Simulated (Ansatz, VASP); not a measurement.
One calculation of Pd, two programs

```
Pd
1.0
     0.00000    1.86710    1.78931
     1.86710    0.00000    1.78931
     1.86710    1.86710    0.00000
Pd
1
Cartesian
  0.0000 0.0000 0.0000
```

Change from the starting cell: strain -0.040 along x and y, -0.080 along z, atoms carried along.

Alike in both runs: task single point; functional PBEsol; k mesh 20 × 20 × 20; occupations gaussian, width 0.15 eV; no spin polarisation.

|  | VASP | Ansatz |
| --- | --- | --- |
| version | VASP 6.6.1 | Ansatz 0.2.0 |
| potentials or method | VASP PAW PBE potentials, release 64 (Pd), cutoff 520 eV | scalar-relativistic, plane waves, PAW |
| valence electrons in the cell | 10 | 18 |

```csv
,VASP,Ansatz,Ansatz less VASP
gap on the k mesh at the Fermi level (eV),none,none,-
pressure (GPa),47.1,47.7,+0.62
"traceless stress, the component that is largest in VASP (GPa)",2.62,2.65,+0.030
```

VASP's potentials were made for PBE, not for PBEsol. A gap of «none» marks a metal or a gap that the smearing closes. Both programs put the cell under a high pressure, so it lies far from rest at this level. With one functional, cell and mesh, what is left measures potentials, basis and numerics. VASP's potentials hold 10 valence electrons a cell and Ansatz's 18, so a difference there can come from the potentials and not from the codes.
